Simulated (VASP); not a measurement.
A run of VASP 6.6.1 is set up as follows.

INCAR

```
PREC = Accurate
ENCUT = 520
EDIFF = 1E-6
ISMEAR = -1
SIGMA = 0.05
LREAL = F
LASPH = T
NELM = 150
ALGO = Normal
ISIF = 2
LWAVE = F
LCHARG = F
ISPIN = 2
MAGMOM = 1
LORBIT = 11
LMAXMIX = 4
GGA = PE
NBANDS = 14
```

The input KPOINTS:

```
regular mesh
0
Gamma
  13 13 13
```

POSCAR

```
Ir
1.0
    2.5718086364      0.0000000000      0.0000000000
    0.0000000000      2.5718086364      0.0000000000
    0.0000000000      0.0000000000      2.5718086364
Ir
1
Direct
    0.0000000000      0.0000000000      0.0000000000
```

Potentials or basis: VASP PAW PBE potentials, release 64 (Ir).

Launch:

```console
$ cat potpaw_PBE.64/Ir/POTCAR > POTCAR
$ mpirun -np 1 vasp_std > vasp.out
```

What does it give for the net moment?

0.00 μB per cell.

Estimate the pressure.

0.1 GPa.
